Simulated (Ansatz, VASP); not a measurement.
**One calculation of TaC5, two programs**

File INCAR:

```
PREC     = Accurate       # precision mode
ENCUT    = 600            # plane-wave cutoff, eV
EDIFF    = 1E-6           # SCF threshold, eV
ISMEAR   = 0              # smearing method
SIGMA    = 0.1            # smearing width, eV
LREAL    = False          # projectors in reciprocal space
LASPH    = True           # aspherical terms in the spheres
NELM     = 60             # most SCF steps
ALGO     = Normal         # electronic algorithm
ISIF     = 3              # what is computed and relaxed
LWAVE    = False          # write WAVECAR
LCHARG   = False          # write CHGCAR
GGA      = PE             # functional
IBRION   = 2              # ionic algorithm
NSW      = 90             # ionic steps
EDIFFG   = -0.04          # ionic threshold
```

File KPOINTS:

```
Automatic mesh
0
Gamma
  4 4 6
```

POSCAR

```
TaC5
1.0
    2.2827092847     -4.1554983357      0.0000000000
    2.2827092847      4.1554983357      0.0000000000
    0.0000000000      0.0000000000      3.2790351984
Ta C
1 5
Direct
    0.5000000000      0.5000000000      0.0000000000
    0.8336876352      0.1663123648      0.0000000000
    0.1663123648      0.8336876352      0.0000000000
    0.0000000000      0.5000000000      0.1423946629
    0.5000000000      0.0000000000      0.8576053371
    0.0000000000      0.0000000000      0.0000000000
```

Input for Ansatz:

```yaml
crystal:
  lattice:
    - [2.2827092847, -4.1554983357, 0.0]
    - [2.2827092847, 4.1554983357, 0.0]
    - [0.0, 0.0, 3.2790351984]
  atoms:
    - { symbol: Ta, position: [0.5, 0.5, 0.0] }
    - { symbol: C, position: [0.8336876352, 0.1663123648, 0.0] }
    - { symbol: C, position: [0.1663123648, 0.8336876352, 0.0] }
    - { symbol: C, position: [0.0, 0.5, 0.1423946629] }
    - { symbol: C, position: [0.5, 0.0, 0.8576053371] }
    - { symbol: C, position: [0.0, 0.0, 0.0] }
basis:
  ecutwfc: 420
kpoints:
  mp_grid: { grid: [4, 4, 6] }
hamiltonian:
  xc: pbe
scf:
  occupations: { method: gaussian, width: 0.1 }
  lower_state_search: "off"
output:
  forces: true
  stress: true
  eigenvalues: true
relax:
  adjacent_minimum: "off"
  f_tol: 0.04
  max_steps: 70
  cell: { stress_tol: 0.4 }
```

Alike in both runs: task relaxation of cell and atoms; functional PBE; k mesh 4 × 4 × 6; occupations gaussian, width 0.1 eV; no spin polarisation.

|  | VASP | Ansatz |
| --- | --- | --- |
| version | VASP 6.6.1 | Ansatz 0.2.0 |
| potentials or method | VASP PAW PBE potentials, release 64 (Ta_pv, C), cutoff 600 eV | scalar-relativistic, plane waves, PAW |
| valence electrons in the cell | 31 | 33 |

|  | VASP | Ansatz | Ansatz less VASP |
| --- | --- | --- | --- |
| gap on the k mesh at the Fermi level, each at its own relaxed structure (eV) | none | none | - |
| relaxed volume (Å³/atom) | 10.17 | 10.18 | +0.008 |
| relaxed length of the cell vector where the two differ most in proportion (Å) | 4.752 | 4.745 | -0.0073 |

A gap of «none» marks a metal or a gap that the smearing closes. VASP's potentials hold 31 valence electrons a cell and Ansatz's 33, so a difference there can come from the potentials and not from the codes.

The k mesh is coarse, so the values compare programs but aren't converged. Spin-orbit coupling is off throughout.
